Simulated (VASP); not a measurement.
Crystal: CuO.

```
Cu O
1.0
     2.93598    0.00000    0.00000
     0.03984    2.93575    0.00000
     0.01784    0.01758    5.27786
Cu O
2 2
Cartesian
  0.0199 1.4679 0.0000
  1.4769 0.0088 2.6389
  2.9448 0.0181 3.9578
  0.0489 2.9352 1.3201
```

Base run:

- Program: VASP 6.6.1
- Functional: PBE
- Potentials or basis: VASP PAW PBE potentials, release 64 (Cu, O)
- Cutoff: 520 eV
- k mesh: 9 × 9 × 5
- Occupations: fermi-dirac, width 0.05 eV
- Spin: no spin polarisation

Its results: band gap on the k mesh zero (band 17 reaches 5.15 eV, above the bottom of band 18 at 4.26 eV); pressure -2.7 GPa; largest force 0.013 eV/Å.

**Question.** The run is repeated on the same cell with these changes: functional from PBE to PBEsol. What comes out?

**Answer.** Band gap on the k mesh zero (band 17 reaches 4.98 eV, above the bottom of band 18 at 4.08 eV); pressure -9.8 GPa; largest force 0.014 eV/Å.

PBEsol binds more tightly than PBE, so the same cell stands under less pressure.

Caveats: semilocal functionals often make such compounds metallic where correlation or magnetic order opens a gap, which also shifts bond lengths; the PAW data sets were made with another functional, which shifts forces and pressure a little (some runs).
